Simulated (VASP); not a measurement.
Here is a VASP 6.6.1 calculation.

INCAR

```
SYSTEM = BP
  PREC = Accurate
  ENCUT = 520
  EDIFF = 1E-6
  ISMEAR = 0
  SIGMA = 0.02
  LREAL = .FALSE.
  LASPH = .TRUE.
  NELM = 100
  ALGO = Normal
  ISIF = 2
  LWAVE = .FALSE.
  LCHARG = .FALSE.
  NBANDS = 11
```

Contents of KPOINTS:

```
regular mesh
0
G
  10 10 10
  0 0 0
```

POSCAR

```
BP
1.0
    0.0000000000      2.2453028828      2.2453028828
    2.2453028828      0.0000000000      2.2453028828
    2.2453028828      2.2453028828      0.0000000000
B P
1 1
Direct
    0.0000000000      0.0000000000      0.0000000000
    0.7500000000      0.7500000000      0.7500000000
```

Potentials or basis: VASP PAW LDA potentials, release 64 (B, P).

Command:

```sh
$ cat potpaw_LDA.64/B/POTCAR potpaw_LDA.64/P/POTCAR > POTCAR
$ mpirun -np 1 vasp_std > vasp.out
```

Q: What does it give for the band gap on the k mesh?

A: 1.15 eV, indirect (least direct gap 3.43 eV).

Q: What does it give for the pressure?

A: -0.1 GPa.

A k mesh can miss the band edges. Expect the measured gap to be larger: semilocal functionals such as LDA lack the derivative discontinuity.
